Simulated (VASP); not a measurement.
Ti4C:

```
Ti C
1.0
     4.14054    0.00000    0.00000
     0.00000    4.14054    0.00000
     0.00000    0.00000    4.14054
Ti C
4 1
Direct
  0.00000 0.00000 0.00000
  0.50000 0.50000 0.00000
  0.50000 0.00000 0.50000
  0.00000 0.50000 0.50000
  0.50000 0.50000 0.50000
```

The cell was built from a structure type or drawn by symmetry, and may not be a known phase.

| Quantity | Value |
| --- | --- |
| Program | VASP 6.6.1 |
| Task | relaxation of cell and atoms |
| Functional | PBE |
| Potentials or basis | VASP PAW PBE potentials, release 64 (Ti_sv, C) |
| Cutoff | 600 eV |
| k mesh | 4 × 4 × 4 |
| Occupations | gaussian, width 0.1 eV |
| Spin | no spin polarisation |

At the start: pressure 10.1 GPa; volume 14.20 Å³/atom.

Task: How do energy, volume and symmetry change on relaxing?

Result: Over 3 steps the energy falls by 26.7 meV/atom and the volume is 15.10 Å³/atom (+6.4 %); space group Pm-3m (No. 221, to 0.1 Å) before and after.

The path:
```csv
step,energy change (eV),largest force (eV/Å),pressure (GPa),volume (Å³)
1,0.0000,0.0000,10.06,70.99
2,0.0074,0.0000,-8.40,80.55
3,-0.1335,0.0000,-0.10,75.51
```

Final structure:
```cif
data_structure
_symmetry_space_group_name_H-M 'P 1'
_symmetry_Int_Tables_number 1
_cell_length_a 4.2266
_cell_length_b 4.2266
_cell_length_c 4.2266
_cell_angle_alpha 90.000
_cell_angle_beta 90.000
_cell_angle_gamma 90.000
_cell_volume 75.51
loop_
_atom_site_label
_atom_site_type_symbol
_atom_site_fract_x
_atom_site_fract_y
_atom_site_fract_z
_atom_site_occupancy
Ti1 Ti 0.00000 0.00000 0.00000 1
Ti2 Ti 0.50000 0.50000 0.00000 1
Ti3 Ti 0.50000 0.00000 0.50000 1
Ti4 Ti 0.00000 0.50000 0.50000 1
C1 C 0.50000 0.50000 0.50000 1
```

Caveat: the k points lie up to 0.37 Å⁻¹ apart in the final cell, too coarse for converged energies and pressures of a metal.
